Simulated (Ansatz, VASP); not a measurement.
PbSe in VASP and in Ansatz

Contents of POSCAR:

```
PbSe
1.0
    0.0000000000      3.0887022202      3.0887022202
    2.9191324683      0.0000000000      3.0887022202
    2.9191324683      3.0887022202      0.0000000000
Pb Se
1 1
Direct
    0.0000000000      0.0000000000      0.0000000000
    0.5000000000      0.5000000000      0.5000000000
```

INCAR.step1

```
ALGO     = Normal         # electronic algorithm
EDIFF    = 1E-4           # SCF threshold, eV
ENCUT    = 520            # plane-wave cutoff, eV
GGA      = PE             # functional
ISMEAR   = -1             # smearing method
LASPH    = True           # aspherical terms in the spheres
LCHARG   = False          # write CHGCAR
LREAL    = False          # projectors in reciprocal space
LWAVE    = True           # write WAVECAR
NBANDS   = 17             # bands
NELM     = 100            # most SCF steps
PREC     = Accurate       # precision mode
SIGMA    = 0.02           # smearing width, eV
```

The input INCAR.step2:

```
ALGO     = Normal         # electronic algorithm
EDIFF    = 1E-6           # SCF threshold, eV
ENCUT    = 520            # plane-wave cutoff, eV
ISIF     = 2              # what is computed and relaxed
ISMEAR   = -1             # smearing method
ISTART   = 1            
LASPH    = True           # aspherical terms in the spheres
LCHARG   = True           # write CHGCAR
LELF     = True           # ELF
LMIXTAU  = True         
LREAL    = False          # projectors in reciprocal space
LVHAR    = True         
LWAVE    = False          # write WAVECAR
METAGGA  = R2SCAN         # meta-GGA
NBANDS   = 17             # bands
NELM     = 100            # most SCF steps
PREC     = Accurate       # precision mode
SIGMA    = 0.02           # smearing width, eV
```

KPOINTS

```
k-points
0
Gamma
  8 8 8
```

Input for Ansatz:

```yaml
crystal:
  lattice:
    - [0.0, 3.0887022202, 3.0887022202]
    - [2.9191324683, 0.0, 3.0887022202]
    - [2.9191324683, 3.0887022202, 0.0]
  atoms:
    - { symbol: Pb, position: [0.0, 0.0, 0.0] }
    - { symbol: Se, position: [0.5, 0.5, 0.5] }
kpoints:
  mp_grid: { grid: [8, 8, 8] }
  band_path:
    path:
      - [0.0, 0.0, 0.0]
      - [0.5, 0.0, 0.5]
      - [0.625, 0.25, 0.625]
      - [0.375, 0.375, 0.75]
      - [0.5, 0.5, 0.5]
      - [0.5, 0.25, 0.75]
    npoints: 1
hamiltonian:
  xc: r2scan
scf:
  occupations: { method: fermi_dirac, width: 0.02 }
  n_extra_bands: 4
output:
  forces: true
  stress: true
  eigenvalues: true
```

Change from the starting cell: uniaxial_x strain -5.5%.

Alike in both runs: task single point; functional r2SCAN; k mesh 8 × 8 × 8; occupations fermi-dirac, width 0.02 eV; no spin polarisation.

|  | VASP | Ansatz |
| --- | --- | --- |
| version | VASP 6.6.1 | Ansatz 0.2.0 |
| potentials or method | VASP PAW PBE potentials, release 64 (Pb_d, Se) | plane waves, PAW |
| plane-wave cutoff (eV) | 520 | 500 |
| valence electrons in the cell | 20 | 30 |

```csv
,VASP,Ansatz,Ansatz less VASP
pressure (GPa),3.9,3.9,-0.04
"traceless stress, the component that is largest in VASP (GPa)",6.23,6.21,-0.016
```

VASP's potentials were made for PBE, not for r2SCAN. With one functional, cell and mesh, what is left measures potentials, basis and numerics. VASP's potentials hold 20 valence electrons a cell and Ansatz's 30, so a difference there can come from the potentials and not from the codes.

Neither program's run includes spin-orbit coupling.
